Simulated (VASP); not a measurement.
Here is a VASP 6.6.1 calculation.

File INCAR:

```
SYSTEM = NbH2
PREC     = Accurate       ! precision mode
ENCUT    = 520            ! plane-wave cutoff, eV
EDIFF    = 1E-8           ! SCF threshold, eV
ISMEAR   = -1             ! smearing method
SIGMA    = 0.03           ! smearing width, eV
LREAL    = .FALSE.        ! projectors in reciprocal space
LASPH    = .TRUE.         ! aspherical terms in the spheres
NELM     = 80             ! most SCF steps
ALGO     = Normal         ! electronic algorithm
ISIF     = 2              ! what is computed and relaxed
LWAVE    = .FALSE.        ! write WAVECAR
LCHARG   = .FALSE.        ! write CHGCAR
LEFG     = .TRUE.       
NBANDS   = 14             ! bands
```

The input KPOINTS:

```
regular mesh
0
G
  15 15 15
  0 0 0
```

The input POSCAR:

```
NbH2
1.0
    0.0000000000      2.2349257070      2.2349257070
    2.2349257070      0.0000000000      2.2349257070
    2.2349257070      2.2349257070      0.0000000000
Nb H
1 2
Direct
    0.0000000000      0.0000000000      0.0000000000
    0.2500000000      0.2500000000      0.2500000000
    0.7500000000      0.7500000000      0.7500000000
```

Potentials or basis: VASP PAW LDA potentials, release 64 (Nb_sv, H).

Launch:

```bash
$ cat potpaw_LDA.64/Nb_sv/POTCAR potpaw_LDA.64/H/POTCAR > POTCAR
$ mpirun -np 1 vasp_std > vasp.out
```

(1) Predict the pressure.

Results:

(1) 3.4 GPa.

Caveat: without QUAD_EFG the Cq values of the log hold for a quadrupole moment of 1 mb, not for the nuclei.
